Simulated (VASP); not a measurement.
# Re (P-3m1) in VASP: single point with PBEsol

Aim: the single point of Re with PBEsol.

Program: VASP 6.6.1. These are calculated values, not measurements. Logs are shortened: lines on timing, memory, paths and dates and some standing lists are left out, and cuts for length are marked.

## (1) The cell of the first run

Symmetry: P-3m1, No. 164, trigonal system. The conventional cell has a = 2.750 Å, b = 2.750 Å, c = 11.133 Å, α = 90.00°, β = 90.00°, γ = 120.00°. Re (site symmetry 3m) has 12 Re at 2.73 to 2.75 Å within 3.6 Å. Re (site symmetry 3m) has 12 Re at 2.72 to 2.75 Å within 3.6 Å. Within 3.6 Å of Re (site symmetry -3m) lie 12 Re at 2.74 to 2.75 Å.

## (2) Single point, PBEsol

File INCAR:

```
SYSTEM = Re
ALGO = Fast
EDIFF = 1E-6
ENCUT = 520
GGA = PS
ISIF = 2
ISMEAR = 0
LASPH = .TRUE.
LCHARG = .FALSE.
LREAL = .FALSE.
LWAVE = .FALSE.
NBANDS = 26
NELM = 60
PREC = Accurate
SIGMA = 0.1
```

File KPOINTS:

```
k-points
0
G
  18 18 4
  0 0 0
```

File POSCAR:

```
Re
1.0
    2.7495087614      0.0000000000      0.0000000000
   -1.3747543807      2.3811444353      0.0000000000
    0.0000000000      0.0000000000     11.1325772306
Re
5
Direct
    0.0000000000      0.0000000000      0.0006009538
    0.3333333333      0.6666666667      0.2006301209
    0.0000000000      0.0000000000      0.3993698791
    0.3333333333      0.6666666667      0.5993990462
    0.6666666667      0.3333333333      0.8000000000
```

Potentials or basis: VASP PAW PBE potentials, release 64 (Re).

On the command line:

```bash
> cat potpaw_PBE.64/Re/POTCAR > POTCAR
> mpirun -np 1 vasp_std > vasp.out
```

OUTCAR:

```text
SYSTEM = Re
   EDIFF = 1E-6
   ENCUT = 520
   GGA = PS
   ISIF = 2
   ISMEAR = 0
   LASPH = .TRUE.
   LREAL = .FALSE.
   NELM = 60
   PREC = Accurate

 ion  position               nearest neighbor table
   1  0.000  0.000  0.001-   2 2.73   2 2.73   2 2.73   5 2.74   5 2.74   5 2.74
   2  0.333  0.667  0.201-   3 2.72   3 2.72   3 2.72   1 2.73   1 2.73   1 2.73
   3  0.000  0.000  0.399-   2 2.72   2 2.72   2 2.72   4 2.73   4 2.73   4 2.73
   4  0.333  0.667  0.599-   3 2.73   3 2.73   3 2.73   5 2.74   5 2.74   5 2.74
   5  0.667  0.333  0.800-   4 2.74   4 2.74   1 2.74   1 2.74   1 2.74   4 2.74

  LATTYP: Found a hexagonal cell.
 ALAT       =     2.7495087614
 C/A-ratio  =     4.0489331720

  Lattice vectors:

 A1 = (   2.7495087614,   0.0000000000,   0.0000000000)
 A2 = (  -1.3747543807,   2.3811444353,   0.0000000000)
 A3 = (   0.0000000000,   0.0000000000,  11.1325772306)

Analysis of symmetry for initial positions (statically):
=====================================================================
 Subroutine PRICEL returns:
 Original cell was already a primitive cell.

 Routine SETGRP: Setting up the symmetry group for a
 hexagonal supercell.

 Subroutine GETGRP returns: Found 12 space group operations
 (whereof  6 operations were pure point group operations)
 out of a pool of 24 trial point group operations.

The static configuration has the point symmetry C_3v.
 The point group associated with its full space group is D_3d.

Analysis of symmetry for dynamics (positions and initial velocities):
=====================================================================
 Subroutine PRICEL returns:
 Original cell was already a primitive cell.

 Routine SETGRP: Setting up the symmetry group for a
 hexagonal supercell.

 Subroutine GETGRP returns: Found 12 space group operations
 (whereof  6 operations were pure point group operations)
 out of a pool of 24 trial point group operations.

The dynamic configuration has the point symmetry C_3v.
 The point group associated with its full space group is D_3d.

 Subroutine INISYM returns: Found 12 space group operations
 (whereof  6 operations are pure point group operations),
 and found     1 'primitive' translations

----------------------------------------------------------------------------------------

                                     Primitive cell

  volume of cell :      72.8847

  direct lattice vectors                    reciprocal lattice vectors
     2.749508761  0.000000000  0.000000000     0.363701332  0.209983062  0.000000000
    -1.374754381  2.381144435  0.000000000     0.000000000  0.419966124  0.000000000
     0.000000000  0.000000000 11.132577231     0.000000000  0.000000000  0.089826460

  length of vectors
     2.749508761  2.749508761 11.132577231     0.419966124  0.419966124  0.089826460

  position of ions in fractional coordinates (direct lattice)
     0.000000000  0.000000000  0.000600954
     0.333333333  0.666666667  0.200630121
     0.000000000  0.000000000  0.399369879
     0.333333333  0.666666667  0.599399046
     0.666666667  0.333333333  0.800000000

  ion indices of the primitive-cell ions
   primitive index   ion index
                 1           1
                 2           2
                 3           3
                 4           4
                 5           5

----------------------------------------------------------------------------------------

 KPOINTS: k-points

Automatic generation of k-mesh.
 Grid dimensions read from file:
 generate k-points for:   18   18    4

 Generating k-lattice:

  Cartesian coordinates                     Fractional coordinates (reciprocal lattice)
     0.020205630  0.011665726  0.000000000     0.055555556  0.000000000  0.000000000
     0.000000000  0.023331451  0.000000000     0.000000000  0.055555556  0.000000000
     0.000000000  0.000000000  0.022456615     0.000000000  0.000000000  0.250000000

  Length of vectors
     0.023331451  0.023331451  0.022456615

  Shift w.r.t. Gamma in fractional coordinates (k-lattice)
     0.000000000  0.000000000  0.000000000

 Subroutine IBZKPT returns following result:
 ===========================================

 Found    138 irreducible k-points:

 Following reciprocal coordinates:
            Coordinates               Weight
  0.000000  0.000000  0.000000      1.000000
  0.055556 -0.000000  0.000000      6.000000
  0.111111 -0.000000  0.000000      6.000000
  0.166667  0.000000  0.000000      6.000000
  0.222222 -0.000000  0.000000      6.000000
  0.277778 -0.000000  0.000000      6.000000
[... 16 lines left out ...]
  0.333333  0.111111  0.000000     12.000000
  0.388889  0.111111  0.000000     12.000000
 [... further k-points ...]
   k-points           NKPTS =    138   k-points in BZ     NKDIM =    138   number of bands    NBANDS=     26
   number of dos      NEDOS =    301   number of ions     NIONS =      5
   total plane-waves  NPLWV =  33600
   dimension x,y,z NGX =    20 NGY =   20 NGZ =   84
   dimension x,y,z NGXF=    40 NGYF=   40 NGZF=  168
   ions per type =               5
   NGX,Y,Z   is equivalent  to a cutoff of  12.09, 12.09, 12.54 a.u.
   NGXF,Y,Z  is equivalent  to a cutoff of  24.19, 24.19, 25.09 a.u.
 SYSTEM =  Re
   PREC   = accura    normal or accurate (medium, high low for compatibility)
   ISTART =      0    job   : 0-new  1-cont  2-samecut
   ICHARG =      2    charge: 1-file 2-atom 10-const
   ISPIN  =      1    spin polarized calculation?
   LNONCOLLINEAR =      F non collinear calculations
   LSORBIT =      F    spin-orbit coupling
   LASPH  =      T    aspherical Exc in radial PAW
   ENCUT  =  520.0 eV  38.22 Ry    6.18 a.u.   5.11  5.11 20.70*2*pi/ulx,y,z
   NELM   =     60;   NELMIN=  2; NELMDL= -5     # of ELM steps
   EDIFF  = 0.1E-05   stopping-criterion for ELM
   LREAL  =      F    real-space projection
   EDIFFG = 0.1E-04   stopping-criterion for IOM
   NSW    =      0    number of steps for IOM
   IBRION =     -1    ionic relax: 0-MD 1-quasi-New 2-CG
   NFREE  =      0    steps in history (QN), initial steepest desc. (CG)
   ISIF   =      2    stress and relaxation
   ISYM   =      2    0-nonsym 1-usesym 2-fastsym
   POTIM  = 0.5000    time-step for ionic-motion
   TEBEG  =    0.0;   TEEND  =   0.0 temperature during run
   PSTRESS=    0.0 pullay stress
   NELECT =      35.0000    total number of electrons
   NUPDOWN=      -1.0000    fix difference up-down
   EMIN   =  10.00;   EMAX   =-10.00  energy-range for DOS
   EFERMI =   0.00;   METHOD = LEGACY
   ISMEAR =     0;   SIGMA  =   0.10  broadening in eV -4-tet -1-fermi 0-gaus
   EFERMI_NEDOS =   21; number of points for ismear=-14 and -15
   IALGO  =     68    algorithm
   IMIX   =      4    mixing-type and parameters
     AMIX     =   0.40;   BMIX     =  1.00
     AMIX_MAG =   1.60;   BMIX_MAG =  1.00
  volume/ion in A,a.u.               =      14.58        98.37
  Fermi-wavevector in a.u.,A,eV,Ry     =   1.281992  2.422614 22.361223  1.643504
  Thomas-Fermi vector in A             =   2.414330
   LORBIT       =      0    0 simple, 1 ext, 2 COOP (PROOUT), +10 PAW based schemes
   GGA     = PS    functional components
   LHFCALC =     F    Hartree Fock is set to
   AEXX    =    0.0000 exact exchange contribution
   IVDW    =     0    specifies the selected vdW correction
   LEPSILON=     F    determine dielectric tensor
   LRPA    =     F    only Hartree local field effects (RPA)
 non-spin polarized calculation
 RMM-DIIS sequential band-by-band and
 Gauss-broadening in eV      SIGMA  =   0.10
  energy-cutoff  :      520.00
  volume of cell :       72.88
 maximum number of plane-waves:      1981
   NGX = 11   NGY = 11   NGZ = 41

 number of electron      34.9999999 magnetization

 Free energy of the ion-electron system (eV)
  ---------------------------------------------------
  ext. energy  EPLUGINS =         0.00000000
  ---------------------------------------------------
  free energy    TOTEN  =       -66.69390284 eV

  energy without entropy =      -66.67461290  energy(sigma->0) =      -66.68425787

 E-fermi :   7.9973     XC(G=0): -13.8709

 val. band max:        7.9921500689   @ k =   0.1667   0.1111   0.0000
 cond. band min:       8.0012143759   @ k =   0.2778   0.2778   0.0000
 fundamental gap:      0.0090643070
 Fermi energy:         7.9972545153

 k-point     1 :       0.0000    0.0000    0.0000
  band No.  band energies     occupation
      1      -2.1306      2.00000
      2      -0.4542      2.00000
      3      -0.4361      2.00000
      4       1.0944      2.00000
      5       1.1761      2.00000
      6       5.4193      2.00000
[... 18 lines left out ...]
     25       9.5386      0.00000
     26       9.5447      0.00000

 k-point     2 :       0.0556   -0.0000    0.0000
  band No.  band energies     occupation
      1      -2.0017      2.00000
      2      -0.3356      2.00000
      3      -0.3176      2.00000
      4       1.2244      2.00000
      5       1.3027      2.00000
      6       5.2813      2.00000
[... 18 lines left out ...]
     25       9.8058      0.00000
     26      11.2101      0.00000

 k-point     3 :       0.1111   -0.0000    0.0000
  band No.  band energies     occupation
      1      -1.6262      2.00000
      2       0.0003      2.00000
      3       0.0182      2.00000
      4       1.5915      2.00000
      5       1.6630      2.00000
      6       4.9302      2.00000
[... 572 lines left out ...]
 k-point    23 :       0.3333    0.1111    0.0000
  band No.  band energies     occupation
      1       1.5745      2.00000
      2       1.8411      2.00000
      3       1.9963      2.00000
      4       2.3821      2.00000
      5       2.6637      2.00000
      6       3.1736      2.00000
[... 18 lines left out ...]
     25      12.1026      0.00000
     26      12.4937      0.00000

 k-point    24 :       0.3889    0.1111    0.0000
  band No.  band energies     occupation
      1       1.5177      2.00000
      2       1.8107      2.00000
      3       1.9375      2.00000
      4       2.3543      2.00000
      5       2.5652      2.00000
      6       2.9422      2.00000
[... 18 lines left out ...]
     25      12.4372      0.00000
     26      13.5599      0.00000

 [... further k-points ...]

------------------------ aborting loop because EDIFF is reached ----------------------------------------

  FORCE on cell =-STRESS in cart. coord.  units (eV):
  Direction    XX          YY          ZZ          XY          YZ          ZX
  --------------------------------------------------------------------------------------
  -------------------------------------------------------------------------------------
  Total        0.0027137      0.0027137     -0.0133357      0.0000000      0.0000000      0.0000000
  in kB        0.0596538      0.0596538     -0.2931510      0.0000000      0.0000000      0.0000000
  external PRESSURE =      -0.0579478 kB  Pullay stress =       0.0000000 kB

 VOLUME and BASIS-vectors are now :
 -----------------------------------------------------------------------------
  energy-cutoff  :      520.00
  volume of cell :       72.88
      direct lattice vectors                 reciprocal lattice vectors
     2.749508761  0.000000000  0.000000000     0.363701332  0.209983062  0.000000000
    -1.374754381  2.381144435  0.000000000     0.000000000  0.419966124  0.000000000
     0.000000000  0.000000000 11.132577231     0.000000000  0.000000000  0.089826460

 POSITION                                       TOTAL-FORCE (eV/Angst)
 -----------------------------------------------------------------------------------
      0.00000      0.00000      0.00669         0.000000     -0.000000     -0.002329
     -0.00000      1.58743      2.23353        -0.000000      0.000000      0.003809
      0.00000      0.00000      4.44602         0.000000     -0.000000     -0.003809
     -0.00000      1.58743      6.67286        -0.000000      0.000000      0.002329
      1.37475      0.79371      8.90606         0.000000      0.000000      0.000000
 -----------------------------------------------------------------------------------
    total drift:                                0.000000     -0.000000      0.000001

  FREE ENERGIE OF THE ION-ELECTRON SYSTEM (eV)
  ---------------------------------------------------
  free  energy   TOTEN  =       -66.6939028441 eV

  energy  without entropy=      -66.6746129027  energy(sigma->0) =      -66.68425787
```

Run time: 7 min. Hardware: 1 thread of Intel Xeon Platinum 8259CL at 2.50GHz (Skylake/Cascade Lake), shared host; peak memory 0.32 GiB.

Results:

| Quantity | Value |
| --- | --- |
| Free energy | -66.6939 eV |
| Pressure | 0.0 GPa |
| Largest force | 0.004 eV/Å |
| Band gap on the k mesh | zero (an odd number of electrons rules out a gap without spin polarisation) |

Forces on the atoms (eV/Å):
```
Re   0.000  0.000 -0.002
Re   0.000  0.000  0.004
Re   0.000  0.000 -0.004
Re   0.000  0.000  0.002
Re   0.000  0.000  0.000
```

Caveat: the PAW data sets were made with another functional, which shifts forces and pressure a little; spin-orbit coupling is left out, which moves the levels of the heavy elements.
